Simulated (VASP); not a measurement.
# InAs (I-4m2) in VASP: further runs, part 2 of 2

VASP 6.6.1. Earlier steps stand in the parts before.

### Step 5. Single point, PBEsol

This run uses another cell than the first one, of the same volume but with other edges.

INCAR

```
ALGO     = Normal         # electronic algorithm
EDIFF    = 1E-6           # SCF threshold, eV
ENCUT    = 520            # plane-wave cutoff, eV
GGA      = PS             # functional
ISIF     = 2              # what is computed and relaxed
ISMEAR   = 0              # smearing method
LASPH    = T              # aspherical terms in the spheres
LCHARG   = F              # write CHGCAR
LREAL    = F              # projectors in reciprocal space
LWAVE    = F              # write WAVECAR
NBANDS   = 16             # bands
NELM     = 80             # most SCF steps
PREC     = Accurate       # precision mode
SIGMA    = 0.15           # smearing width, eV
```

KPOINTS

```
k-points
0
Gamma
  16 16 16
```

POSCAR

```
InAs
1.0
    0.0000000000      3.2851125443      2.5623877846
    3.2851125443      0.0000000000      2.5623877846
    3.2851125443      3.2851125443      0.0000000000
In As
1 1
Direct
    0.0000000000      0.0000000000      0.0000000000
    0.7500000000      0.7500000000      0.7500000000
```

Potentials or basis: VASP PAW PBE potentials, release 64 (In_d, As).

The run is started by

```bash
> cat potpaw_PBE.64/In_d/POTCAR potpaw_PBE.64/As/POTCAR > POTCAR
> mpirun -np 1 vasp_std > vasp.out
```

OUTCAR:

```text
EDIFF = 1E-6
   ENCUT = 520
   GGA = PS
   ISIF = 2
   ISMEAR = 0
   LASPH = T
   LREAL = F
   NELM = 80
   PREC = Accurate

 ion  position               nearest neighbor table
   1  0.000  0.000  0.000-   2 2.65   2 2.65   2 2.65   2 2.65
   2  0.750  0.750  0.750-   1 2.65   1 2.65   1 2.65   1 2.65

  LATTYP: Found a body centered tetragonal cell.
 ALAT       =     4.6458507141
 C/A-ratio  =     1.1030865787

  Lattice vectors:

 A1 = (   0.0000000000,  -3.2851125443,  -2.5623877846)
 A2 = (   0.0000000000,   3.2851125443,  -2.5623877846)
 A3 = (   3.2851125443,   0.0000000000,   2.5623877846)

Analysis of symmetry for initial positions (statically):
=====================================================================
 Subroutine PRICEL returns:
 Original cell was already a primitive cell.

 Routine SETGRP: Setting up the symmetry group for a
 body centered tetragonal supercell.

 Subroutine GETGRP returns: Found  8 space group operations
 (whereof  8 operations were pure point group operations)
 out of a pool of 16 trial point group operations.

The static configuration has the point symmetry D_2d.

Analysis of symmetry for dynamics (positions and initial velocities):
=====================================================================
 Subroutine PRICEL returns:
 Original cell was already a primitive cell.

 Routine SETGRP: Setting up the symmetry group for a
 body centered tetragonal supercell.

 Subroutine GETGRP returns: Found  8 space group operations
 (whereof  8 operations were pure point group operations)
 out of a pool of 16 trial point group operations.

The dynamic configuration has the point symmetry D_2d.

 Subroutine INISYM returns: Found  8 space group operations
 (whereof  8 operations are pure point group operations),
 and found     1 'primitive' translations

----------------------------------------------------------------------------------------

[... 111 lines left out ...]
     AMIX     =   0.40;   BMIX     =  1.00
     AMIX_MAG =   1.60;   BMIX_MAG =  1.00
  volume/ion in A,a.u.               =      27.65       186.61
  Fermi-wavevector in a.u.,A,eV,Ry     =   1.126092  2.128005 17.253320  1.268083
  Thomas-Fermi vector in A             =   2.262772
   LORBIT       =      0    0 simple, 1 ext, 2 COOP (PROOUT), +10 PAW based schemes
   GGA     = PS    functional components
   LHFCALC =     F    Hartree Fock is set to
   AEXX    =    0.0000 exact exchange contribution
   IVDW    =     0    specifies the selected vdW correction
   LEPSILON=     F    determine dielectric tensor
   LRPA    =     F    only Hartree local field effects (RPA)
 non-spin polarized calculation
 Gauss-broadening in eV      SIGMA  =   0.15
  energy-cutoff  :      520.00
  volume of cell :       55.31
 maximum number of plane-waves:      1517
   NGX = 15   NGY = 15   NGZ = 17

 number of electron      18.0000002 magnetization

 Free energy of the ion-electron system (eV)
  ---------------------------------------------------
  ext. energy  EPLUGINS =         0.00000000
  ---------------------------------------------------
  free energy    TOTEN  =        -8.31908085 eV

  energy without entropy =       -8.31844846  energy(sigma->0) =       -8.31876465

 E-fermi :   4.7009     XC(G=0):  -9.3406

 val. band max:        4.5962119853   @ k =  -0.0625   0.0625   0.0000
 cond. band min:       4.7346391084   @ k =   0.5000   0.0000   0.0000
 fundamental gap:      0.1384271231
 Fermi energy:         4.7008739708

 k-point     1 :       0.0000    0.0000    0.0000
  band No.  band energies     occupation
      1      -9.9898      2.00000
      2      -9.9898      2.00000
      3      -9.9252      2.00000
      4      -9.9002      2.00000
      5      -9.8503      2.00000
      6      -7.3912      2.00000
[... 433 lines left out ...]
      3      -9.9237      2.00000
      4      -9.8974      2.00000
      5      -9.8495      2.00000
      6      -7.3007      2.00000
[... 8 lines left out ...]
     15      12.1379      0.00000
     16      12.6339      0.00000

 [... further k-points ...]

------------------------ aborting loop because EDIFF is reached ----------------------------------------

  FORCE on cell =-STRESS in cart. coord.  units (eV):
  Direction    XX          YY          ZZ          XY          YZ          ZX
  --------------------------------------------------------------------------------------
  -------------------------------------------------------------------------------------
  Total       -0.6084311     -0.6084311      1.0595474      0.0000000      0.0000000      0.0000000
  in kB      -17.6257113    -17.6257113     30.6941494      0.0000000      0.0000000      0.0000000
  external PRESSURE =      -1.5190911 kB  Pullay stress =       0.0000000 kB

 VOLUME and BASIS-vectors are now :
 -----------------------------------------------------------------------------
  energy-cutoff  :      520.00
  volume of cell :       55.31
      direct lattice vectors                 reciprocal lattice vectors
     0.000000000  3.285112544  2.562387785    -0.152201787  0.152201787  0.195130496
     3.285112544  0.000000000  2.562387785     0.152201787 -0.152201787  0.195130496
     3.285112544  3.285112544  0.000000000     0.152201787  0.152201787 -0.195130496

 POSITION                                       TOTAL-FORCE (eV/Angst)
 -----------------------------------------------------------------------------------
      0.00000      0.00000      0.00000         0.000000      0.000000      0.000000
      4.92767      4.92767      3.84358        -0.000000     -0.000000      0.000000
 -----------------------------------------------------------------------------------
    total drift:                                0.000001      0.000001      0.000002

  FREE ENERGIE OF THE ION-ELECTRON SYSTEM (eV)
  ---------------------------------------------------
  free  energy   TOTEN  =        -8.3190808515 eV

  energy  without entropy=       -8.3184484562  energy(sigma->0) =       -8.31876465
```

OSZICAR:

```text
N       E                     dE             d eps       ncg     rms          rms(c)
DAV:   1     0.111765181234E+03    0.11177E+03   -0.82565E+03 11192   0.121E+03
DAV:   2    -0.109372045638E+01   -0.11286E+03   -0.10816E+03 12312   0.295E+02
DAV:   3    -0.843268855030E+01   -0.73390E+01   -0.73001E+01 14736   0.738E+01
DAV:   4    -0.861436749007E+01   -0.18168E+00   -0.18165E+00 13616   0.128E+01
DAV:   5    -0.862206869454E+01   -0.77012E-02   -0.77011E-02 16808   0.223E+00    0.421E+00
DAV:   6    -0.835165315213E+01    0.27042E+00   -0.41207E-01 17104   0.113E+01    0.228E+00
DAV:   7    -0.832110695809E+01    0.30546E-01   -0.10387E-01 15616   0.313E+00    0.672E-01
DAV:   8    -0.831894917651E+01    0.21578E-02   -0.12441E-02 14048   0.127E+00    0.181E-01
DAV:   9    -0.831905099737E+01   -0.10182E-03   -0.91056E-04 15120   0.301E-01    0.101E-01
DAV:  10    -0.831907335334E+01   -0.22356E-04   -0.10715E-04 17056   0.128E-01    0.606E-02
DAV:  11    -0.831908133303E+01   -0.79797E-05   -0.32276E-05 13760   0.838E-02    0.342E-02
DAV:  12    -0.831908085145E+01    0.48158E-06   -0.48073E-06 12256   0.236E-02
   1 F= -.83190809E+01 E0= -.83187647E+01  d E =-.632395E-03
```

Wall time 2.9 min (1 thread of AMD EPYC 9R45 (Zen 5), shared host); peak memory 0.41 GiB.

What came out:

| Quantity | Value |
| --- | --- |
| Free energy | -8.3191 eV |
| Pressure | -0.2 GPa |
| Band gap on the k mesh | zero (bands 9 and 10 overlap by 0.02 eV) |

Caveat: semilocal functionals underestimate gaps, so a narrow gap can read as zero; the PAW data sets were made with another functional, which shifts forces and pressure a little; spin-orbit coupling is left out, which moves the levels of the heavy elements.

### Step 6. Summary

| cell | gap on the mesh (eV) | pressure (GPa) |
| --- | --- | --- |
| a = 4.157, b = 4.157, c = 4.801 Å, angles 54.7, 54.7, 70.5°, 2 atoms | none | -1.4 |
| a = 4.666, b = 4.666, c = 3.810 Å, angles 65.9, 65.9, 48.2°, 2 atoms | none | -0.1 |
| a = 4.445, b = 4.445, c = 4.024 Å, angles 63.1, 63.1, 53.8°, 2 atoms | none | 0.7 |
| a = 4.166, b = 4.166, c = 4.646 Å, angles 56.1, 56.1, 67.8°, 2 atoms | none | -0.2 |

Alike in all rows: task single point; level PBEsol; potentials or basis VASP PAW PBE potentials, release 64 (In_d, As); no spin polarisation; k mesh 16 × 16 × 16; cutoff (eV) 520; smearing gaussian 0.15 eV.

Caveats: semilocal functionals underestimate gaps, so a narrow gap can read as zero; the PAW data sets were made with another functional, which shifts forces and pressure a little; spin-orbit coupling is left out, which moves the levels of the heavy elements.

Absolute energies hang on the potentials; compare differences alone.
